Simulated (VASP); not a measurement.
# MgO in VASP: a series of runs

Runs on MgO. Level: PBE. Tasks: single point.

Program: VASP 6.6.1. These are calculated values, not measurements. Logs are shortened: lines on timing, memory, paths and dates and some standing lists are left out, and cuts for length are marked.

## (1) The cell of the first run

It takes space group Fm-3m (No. 225, cubic). Conventional cell: a = 4.217 Å, b = 4.217 Å, c = 4.217 Å, α = 90.00°, β = 90.00°, γ = 90.00°. Mg (site symmetry m-3m) has 6 O at 2.11 Å within 2.8 Å. Within 2.8 Å of O (site symmetry m-3m) lie 6 Mg at 2.11 Å.

## (2) Single point, PBE

Contents of INCAR:

```
ALGO = Normal ; EDIFF = 1E-6
ENCUT = 600 ; GGA = PE
GGA_COMPAT = F ; ISIF = 2
ISMEAR = -1 ; LASPH = T
LCHARG = F ; LREAL = F
LWAVE = F ; NBANDS = 11
NELM = 120 ; PREC = Accurate
SIGMA = 0.05
```

Contents of KPOINTS:

```
k-points
0
Gamma
  8 8 8
```

Contents of POSCAR:

```
MgO
1.0
    0.0000000000      2.1085000000      2.1085000000
    2.1085000000      0.0000000000      2.1085000000
    2.1085000000      2.1085000000      0.0000000000
Mg O
1 1
Direct
    0.0000000000      0.0000000000      0.0000000000
    0.5000000000      0.5000000000      0.5000000000
```

Potentials or basis: VASP PAW PBE potentials, release 64 (Mg, O).

Started as:

```sh
cat potpaw_PBE.64/Mg/POTCAR potpaw_PBE.64/O/POTCAR > POTCAR
mpirun -np 1 vasp_std > vasp.out
```

OUTCAR:

```text
EDIFF = 1E-6
   ENCUT = 600
   GGA = PE
   ISIF = 2
   ISMEAR = -1
   LASPH = T
   LREAL = F
   NELM = 120
   PREC = Accurate

 ion  position               nearest neighbor table
   1  0.000  0.000  0.000-   2 2.11   2 2.11   2 2.11   2 2.11   2 2.11   2 2.11
   2  0.500  0.500  0.500-   1 2.11   1 2.11   1 2.11   1 2.11   1 2.11   1 2.11

  LATTYP: Found a face centered cubic cell.
 ALAT       =     4.2170000000

  Lattice vectors:

 A1 = (   0.0000000000,   2.1085000000,   2.1085000000)
 A2 = (   2.1085000000,   0.0000000000,   2.1085000000)
 A3 = (   2.1085000000,   2.1085000000,   0.0000000000)

Analysis of symmetry for initial positions (statically):
=====================================================================
 Subroutine PRICEL returns:
 Original cell was already a primitive cell.

 Routine SETGRP: Setting up the symmetry group for a
 face centered cubic supercell.

 Subroutine GETGRP returns: Found 48 space group operations
 (whereof 48 operations were pure point group operations)
 out of a pool of 48 trial point group operations.

The static configuration has the point symmetry O_h .

Analysis of symmetry for dynamics (positions and initial velocities):
=====================================================================
 Subroutine PRICEL returns:
 Original cell was already a primitive cell.

 Routine SETGRP: Setting up the symmetry group for a
 face centered cubic supercell.

 Subroutine GETGRP returns: Found 48 space group operations
 (whereof 48 operations were pure point group operations)
 out of a pool of 48 trial point group operations.

The dynamic configuration has the point symmetry O_h .

 Subroutine INISYM returns: Found 48 space group operations
 (whereof 48 operations are pure point group operations),
 and found     1 'primitive' translations

----------------------------------------------------------------------------------------

                                     Primitive cell

  volume of cell :      18.7478

  direct lattice vectors                    reciprocal lattice vectors
     0.000000000  2.108500000  2.108500000    -0.237135404  0.237135404  0.237135404
     2.108500000  0.000000000  2.108500000     0.237135404 -0.237135404  0.237135404
     2.108500000  2.108500000  0.000000000     0.237135404  0.237135404 -0.237135404

  length of vectors
     2.981869296  2.981869296  2.981869296     0.410730569  0.410730569  0.410730569

  position of ions in fractional coordinates (direct lattice)
     0.000000000  0.000000000  0.000000000
     0.500000000  0.500000000  0.500000000

  ion indices of the primitive-cell ions
   primitive index   ion index
                 1           1
                 2           2

----------------------------------------------------------------------------------------

 KPOINTS: k-points

Automatic generation of k-mesh.
 Grid dimensions read from file:
 generate k-points for:    8    8    8

 Generating k-lattice:

  Cartesian coordinates                     Fractional coordinates (reciprocal lattice)
    -0.029641926  0.029641926  0.029641926     0.125000000  0.000000000  0.000000000
     0.029641926 -0.029641926  0.029641926     0.000000000  0.125000000  0.000000000
     0.029641926  0.029641926 -0.029641926     0.000000000  0.000000000  0.125000000

  Length of vectors
     0.051341321  0.051341321  0.051341321

  Shift w.r.t. Gamma in fractional coordinates (k-lattice)
     0.000000000  0.000000000  0.000000000

 Subroutine IBZKPT returns following result:
 ===========================================

 Found     29 irreducible k-points:

 Following reciprocal coordinates:
            Coordinates               Weight
  0.000000  0.000000  0.000000      1.000000
  0.125000  0.000000  0.000000      8.000000
  0.250000  0.000000  0.000000      8.000000
  0.375000  0.000000  0.000000      8.000000
  0.500000  0.000000  0.000000      4.000000
  0.125000  0.125000  0.000000      6.000000
[... 16 lines left out ...]
  0.500000  0.250000  0.125000     48.000000
 -0.375000  0.250000  0.125000     24.000000
 [... further k-points ...]
   k-points           NKPTS =     29   k-points in BZ     NKDIM =     29   number of bands    NBANDS=     11
   number of dos      NEDOS =    301   number of ions     NIONS =      2
   total plane-waves  NPLWV =  13824
   dimension x,y,z NGX =    24 NGY =   24 NGZ =   24
   dimension x,y,z NGXF=    48 NGYF=   48 NGZF=   48
   ions per type =               1   1
   NGX,Y,Z   is equivalent  to a cutoff of  13.38, 13.38, 13.38 a.u.
   NGXF,Y,Z  is equivalent  to a cutoff of  26.76, 26.76, 26.76 a.u.
 SYSTEM =  unknown system
   PREC   = accura    normal or accurate (medium, high low for compatibility)
   ISTART =      0    job   : 0-new  1-cont  2-samecut
   ICHARG =      2    charge: 1-file 2-atom 10-const
   ISPIN  =      1    spin polarized calculation?
   LNONCOLLINEAR =      F non collinear calculations
   LSORBIT =      F    spin-orbit coupling
   LASPH  =      T    aspherical Exc in radial PAW
   ENCUT  =  600.0 eV  44.10 Ry    6.64 a.u.   5.96  5.96  5.96*2*pi/ulx,y,z
   NELM   =    120;   NELMIN=  2; NELMDL= -5     # of ELM steps
   EDIFF  = 0.1E-05   stopping-criterion for ELM
   LREAL  =      F    real-space projection
   EDIFFG = 0.1E-04   stopping-criterion for IOM
   NSW    =      0    number of steps for IOM
   IBRION =     -1    ionic relax: 0-MD 1-quasi-New 2-CG
   NFREE  =      0    steps in history (QN), initial steepest desc. (CG)
   ISIF   =      2    stress and relaxation
   ISYM   =      2    0-nonsym 1-usesym 2-fastsym
   POTIM  = 0.5000    time-step for ionic-motion
   TEBEG  =    0.0;   TEEND  =   0.0 temperature during run
   PSTRESS=    0.0 pullay stress
   NELECT =       8.0000    total number of electrons
   NUPDOWN=      -1.0000    fix difference up-down
   EMIN   =  10.00;   EMAX   =-10.00  energy-range for DOS
   EFERMI =   0.00;   METHOD = LEGACY
   ISMEAR =    -1;   SIGMA  =   0.05  broadening in eV -4-tet -1-fermi 0-gaus
   EFERMI_NEDOS =   21; number of points for ismear=-14 and -15
   IALGO  =     38    algorithm
   IMIX   =      4    mixing-type and parameters
     AMIX     =   0.40;   BMIX     =  1.00
     AMIX_MAG =   1.60;   BMIX_MAG =  1.00
  volume/ion in A,a.u.               =       9.37        63.26
  Fermi-wavevector in a.u.,A,eV,Ry     =   1.232503  2.329092 20.668107  1.519063
  Thomas-Fermi vector in A             =   2.367270
   LORBIT       =      0    0 simple, 1 ext, 2 COOP (PROOUT), +10 PAW based schemes
   GGA     = PE    functional components
   LHFCALC =     F    Hartree Fock is set to
   AEXX    =    0.0000 exact exchange contribution
   IVDW    =     0    specifies the selected vdW correction
   LEPSILON=     F    determine dielectric tensor
   LRPA    =     F    only Hartree local field effects (RPA)
 non-spin polarized calculation
  energy-cutoff  :      600.00
  volume of cell :       18.75
 maximum number of plane-waves:       638
   NGX = 11   NGY = 11   NGZ = 11

 number of electron       8.0000005 magnetization

 Free energy of the ion-electron system (eV)
  ---------------------------------------------------
  ext. energy  EPLUGINS =         0.00000000
  ---------------------------------------------------
  free energy    TOTEN  =       -11.91055272 eV

  energy without entropy =      -11.91055272  energy(sigma->0) =      -11.91055272

 E-fermi :   4.1377     XC(G=0): -11.0616

 val. band max:        3.1587128867   @ k =   0.0000   0.0000   0.0000
 cond. band min:       7.8522554640   @ k =   0.0000   0.0000   0.0000
 fundamental gap:      4.6935425773
 Fermi energy:         4.1376854915

 k-point     1 :       0.0000    0.0000    0.0000
  band No.  band energies     occupation
      1     -14.0858      2.00000
      2       3.1587      2.00000
      3       3.1587      2.00000
      4       3.1587      2.00000
      5       7.8523      0.00000
      6      18.9410      0.00000
      7      18.9410      0.00000
      8      18.9410      0.00000
      9      22.8472      0.00000
     10      24.6187      0.00000
     11      24.6187      0.00000

 k-point     2 :       0.1250    0.0000    0.0000
  band No.  band energies     occupation
      1     -13.9238      2.00000
      2       2.2059      2.00000
      3       3.0562      2.00000
      4       3.0562      2.00000
      5       8.7669      0.00000
      6      17.2626      0.00000
      7      19.2977      0.00000
      8      19.2977      0.00000
      9      23.6452      0.00000
     10      23.6452      0.00000
     11      24.9964      0.00000

 k-point     3 :       0.2500    0.0000    0.0000
  band No.  band energies     occupation
      1     -13.5027      2.00000
      2       0.5069      2.00000
      3       2.8202      2.00000
      4       2.8202      2.00000
      5      10.2155      0.00000
      6      15.7126      0.00000
      7      19.7847      0.00000
      8      19.7847      0.00000
      9      23.2556      0.00000
     10      23.2556      0.00000
     11      25.0937      0.00000

 k-point     4 :       0.3750    0.0000    0.0000
  band No.  band energies     occupation
      1     -13.0282      2.00000
      2      -0.8948      2.00000
      3       2.5982      2.00000
      4       2.5982      2.00000
      5      10.9360      0.00000
      6      15.5034      0.00000
      7      19.6053      0.00000
      8      19.6053      0.00000
      9      24.3074      0.00000
     10      24.5670      0.00000
     11      24.5670      0.00000
[... 239 lines left out ...]
 k-point    22 :       0.3750    0.2500    0.1250
  band No.  band energies     occupation
      1     -13.2011      2.00000
      2       0.1520      2.00000
      3       2.0122      2.00000
      4       2.5472      2.00000
      5      11.6169      0.00000
      6      14.6333      0.00000
      7      18.2015      0.00000
      8      20.6650      0.00000
      9      21.2397      0.00000
     10      25.5587      0.00000
     11      28.9261      0.00000

 k-point    23 :       0.5000    0.2500    0.1250
  band No.  band energies     occupation
      1     -12.8275      2.00000
      2      -0.5350      2.00000
      3       1.4394      2.00000
      4       2.2960      2.00000
      5      12.6248      0.00000
      6      14.7890      0.00000
      7      17.0419      0.00000
      8      20.2612      0.00000
      9      22.8066      0.00000
     10      25.5216      0.00000
     11      29.1249      0.00000

 k-point    24 :      -0.3750    0.2500    0.1250
  band No.  band energies     occupation
      1     -12.6615      2.00000
      2      -0.8270      2.00000
      3       1.2326      2.00000
      4       2.1771      2.00000
      5      12.8071      0.00000
      6      15.3242      0.00000
      7      16.6135      0.00000
      8      20.0151      0.00000
      9      23.6453      0.00000
     10      25.1904      0.00000
     11      29.2644      0.00000

 [... further k-points ...]

------------------------ aborting loop because EDIFF is reached ----------------------------------------

  FORCE on cell =-STRESS in cart. coord.  units (eV):
  Direction    XX          YY          ZZ          XY          YZ          ZX
  --------------------------------------------------------------------------------------
  -------------------------------------------------------------------------------------
  Total        0.3636163      0.3636163      0.3636163     -0.0000000      0.0000000     -0.0000000
  in kB       31.0744240     31.0744240     31.0744240     -0.0000000      0.0000000     -0.0000000
  external PRESSURE =      31.0744240 kB  Pullay stress =       0.0000000 kB

 VOLUME and BASIS-vectors are now :
 -----------------------------------------------------------------------------
  energy-cutoff  :      600.00
  volume of cell :       18.75
      direct lattice vectors                 reciprocal lattice vectors
     0.000000000  2.108500000  2.108500000    -0.237135404  0.237135404  0.237135404
     2.108500000  0.000000000  2.108500000     0.237135404 -0.237135404  0.237135404
     2.108500000  2.108500000  0.000000000     0.237135404  0.237135404 -0.237135404

 POSITION                                       TOTAL-FORCE (eV/Angst)
 -----------------------------------------------------------------------------------
      0.00000      0.00000      0.00000         0.000000      0.000000     -0.000000
      2.10850      2.10850      2.10850        -0.000000     -0.000000      0.000000
 -----------------------------------------------------------------------------------
    total drift:                               -0.000000     -0.000000      0.000000

  FREE ENERGIE OF THE ION-ELECTRON SYSTEM (eV)
  ---------------------------------------------------
  free  energy   TOTEN  =       -11.9105527192 eV

  energy  without entropy=      -11.9105527192  energy(sigma->0) =      -11.91055272
```

Run time: 6.2 s. Hardware: 1 thread of Intel Xeon 8259CL, shared host; peak memory 0.14 GiB.

What came out:

```yaml
Free_energy: -11.9106 eV
Pressure: 3.1 GPa
Band_gap_on_the_k_mesh: 4.69 eV
```

Levels at points of the mesh, in eV from the valence-band top:
```csv
k point,band 1,band 2,band 3,band 4,band 5,band 6,band 7,band 8
"(0.00, 0.00, 0.00)",-17.24,0.00,0.00,0.00,4.69,15.78,15.78,15.78
"(0.50, 0.00, 0.00)",-15.97,-4.60,-0.65,-0.65,7.88,12.57,16.28,16.28
"(0.50, 0.50, 0.00)",-15.71,-4.07,-1.34,-1.34,9.12,9.93,13.06,18.92
```

Caveat: the cell stands under pressure.

## (3) Single point, PBE

Contents of INCAR:

```
ALGO     = Normal         # electronic algorithm
EDIFF    = 1E-6           # SCF threshold, eV
ENCUT    = 600            # plane-wave cutoff, eV
GGA      = PE             # functional
GGA_COMPAT= False        
ISIF     = 2              # what is computed and relaxed
ISMEAR   = -1             # smearing method
LASPH    = True           # aspherical terms in the spheres
LCHARG   = False          # write CHGCAR
LREAL    = False          # projectors in reciprocal space
LWAVE    = False          # write WAVECAR
NBANDS   = 11             # bands
NELM     = 120            # most SCF steps
PREC     = Accurate       # precision mode
SIGMA    = 0.05           # smearing width, eV
```

KPOINTS is that of step 2.

Contents of POSCAR:

```
MgO
1.0
   -0.0421700000      2.0874150000      2.0874150000
    2.0874150000     -0.0421700000      2.0874150000
    2.0874150000      2.0874150000     -0.0421700000
Mg O
1 1
Direct
    0.0000000000      0.0000000000      0.0000000000
    0.5000000000      0.5000000000      0.5000000000
```

Potentials or basis: VASP PAW PBE potentials, release 64 (Mg, O).

Started as:

```sh
cat potpaw_PBE.64/Mg/POTCAR potpaw_PBE.64/O/POTCAR > POTCAR
mpirun -np 1 vasp_std > vasp.out
```

Run time: 11 s. Hardware: 1 thread of Intel Xeon 8259CL, shared host; peak memory 0.15 GiB.

The run converged. Its results:

- Free energy: -11.9003 eV
- Pressure: 3.2 GPa
- Band gap on the k mesh: 4.54 eV

Stress tensor (GPa, compression positive):
```
3.17 2.82 2.82
2.82 3.17 2.82
2.82 2.82 3.17
```

Levels at points of the mesh, in eV from the valence-band top:
| k point | band 1 | band 2 | band 3 | band 4 | band 5 | band 6 | band 7 | band 8 |
| --- | --- | --- | --- | --- | --- | --- | --- | --- |
| (0.00, 0.00, 0.00) | -17.39 | -0.22 | -0.22 | 0.00 | 4.54 | 15.35 | 15.35 | 16.25 |
| (0.50, 0.00, 0.00) | -16.14 | -4.78 | -0.83 | -0.67 | 7.79 | 12.30 | 16.08 | 16.49 |
| (0.50, 0.50, 0.00) | -15.86 | -4.22 | -1.61 | -1.37 | 8.91 | 9.86 | 12.90 | 18.56 |
| (0.50, 0.50, 0.50) | -16.04 | -4.64 | -0.92 | -0.92 | 7.54 | 12.75 | 15.71 | 15.71 |

Caveat: the cell stands under pressure.

## (4) Single point, PBE

Contents of INCAR:

```
ALGO = Normal
EDIFF = 1E-6
ENCUT = 600
GGA = PE
GGA_COMPAT = False
ISIF = 2
ISMEAR = -1
LASPH = True
LCHARG = False
LREAL = False
LWAVE = False
NBANDS = 11
NELM = 120
PREC = Accurate
SIGMA = 0.05
```

KPOINTS is that of step 3.

Contents of POSCAR:

```
MgO
1.0
   -0.0281133333      2.0944433333      2.0944433333
    2.0944433333     -0.0281133333      2.0944433333
    2.0944433333      2.0944433333     -0.0281133333
Mg O
1 1
Direct
    0.0000000000      0.0000000000      0.0000000000
    0.5000000000      0.5000000000      0.5000000000
```

Started as:

```sh
cat potpaw_PBE.64/Mg/POTCAR potpaw_PBE.64/O/POTCAR > POTCAR
mpirun -np 1 vasp_std > vasp.out
```

Run time: 15 s. Hardware: 1 thread of Intel Xeon 8259CL, shared host; peak memory 0.15 GiB.

The run converged. Its results:

```yaml
Free_energy: -11.9059 eV
Pressure: 3.1 GPa
Band_gap_on_the_k_mesh: 4.59 eV
```

Stress tensor (GPa, compression positive):
```
3.13 1.90 1.90
1.90 3.13 1.90
1.90 1.90 3.13
```

Levels at points of the mesh, in eV from the valence-band top:
| k point | band 1 | band 2 | band 3 | band 4 | band 5 | band 6 | band 7 | band 8 | band 9 |
| --- | --- | --- | --- | --- | --- | --- | --- | --- | --- |
| (0.00, 0.00, 0.00) | -17.34 | -0.15 | -0.15 | 0.00 | 4.59 | 15.49 | 15.49 | 16.09 | 19.58 |
| (0.50, 0.00, 0.00) | -16.08 | -4.72 | -0.77 | -0.66 | 7.82 | 12.39 | 16.15 | 16.42 | 20.80 |
| (0.50, 0.50, 0.00) | -15.81 | -4.17 | -1.52 | -1.36 | 8.99 | 9.87 | 12.96 | 18.68 | 18.97 |
| (0.50, 0.50, 0.50) | -16.02 | -4.63 | -0.83 | -0.83 | 7.65 | 12.69 | 15.89 | 15.89 | 20.56 |

Caveat: the cell stands under pressure. A hybrid or GW would open this gap; PBE tends to underestimate it.

## (5) Overview

| cell | gap on the mesh (eV) | pressure (GPa) |
| --- | --- | --- |
| a = 2.982 Å, angles 60.0°, 2 atoms | 4.69 | 3.1 |
| a = 2.952 Å, angles 61.3°, 2 atoms | 4.54 | 3.2 |
| a = 2.962 Å, angles 60.9°, 2 atoms | 4.59 | 3.1 |

Alike in all rows: task single point; level PBE; potentials or basis VASP PAW PBE potentials, release 64 (Mg, O); no spin polarisation; k mesh 8 × 8 × 8; cutoff (eV) 600; smearing fermi-dirac 0.05 eV.

Caveats: the cell stands under pressure.

Absolute energies hang on the potentials; compare differences alone.
